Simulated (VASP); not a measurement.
Rb16Li (a cell with a defect), 17 atoms in the cell. The cell holds a defect, 17 atoms: a = 11.180 Å, b = 11.180 Å, c = 11.180 Å, α = 90.00°, β = 90.00°, γ = 90.00°. 

* Program: VASP 6.6.1
* Task: single point
* Functional: PBE
* Potentials or basis: VASP PAW PBE potentials, release 64 (Rb_sv, Li_sv)
* Cutoff: 520 eV
* k mesh: 1 × 1 × 1
* Occupations: fermi-dirac, width 0.1 eV
* Spin: no spin polarisation
* Dipole correction: no
* Further INCAR settings: LREAL = Auto; ALGO = Normal; EDIFF = 1e-06; NBANDS = 88

Potentials or basis: VASP PAW PBE potentials, release 64 (Rb_sv, Li_sv).

The run is started by

```sh
$ cat potpaw_PBE.64/Rb_sv/POTCAR potpaw_PBE.64/Li_sv/POTCAR > POTCAR
$ mpirun -np 1 vasp_gam > vasp.out
```

Hardware: 1 thread of Intel(R) Xeon(R) 6975P-C (Granite Rapids) (shared host).

Question: How long does it take, and how much memory?

Answer: Wall time 93 s on 1 thread of Intel(R) Xeon(R) 6975P-C (Granite Rapids) (shared host), peak memory 0.99 GiB. Counts: scf iterations 14, k points 1.
